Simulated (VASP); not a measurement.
The system is Au.

```
Au
1.0
     1.41131   -2.55593    0.00000
     1.41131    2.55593    0.00000
     0.00000    0.00000    4.89317
Au
2
Direct
  0.66533 0.33467 0.25000
  0.33467 0.66533 0.75000
```

Program: VASP 6.6.1. Alike in all runs: task single point; no spin polarisation; cell as given; k mesh 16 × 16 × 10; cutoff (eV) 520.

Problem. Order these runs on this cell by their pressure, lowest first.
A. level r2SCAN; potentials or basis VASP PAW PBE potentials, release 64 (Au); smearing gaussian 0.1 eV
B. level LDA; potentials or basis VASP PAW LDA potentials, release 64 (Au); smearing gaussian 0.1 eV
C. level PBE; potentials or basis VASP PAW PBE potentials, release 64 (Au); smearing methfessel-paxton 0.5 eV

Solution. B (-9.3 GPa), A (-0.1 GPa), C (3.0 GPa).

Caveats: the cell stands under tension (at least some runs); the PAW data sets were made with another functional, which shifts forces and pressure a little (at least some runs).
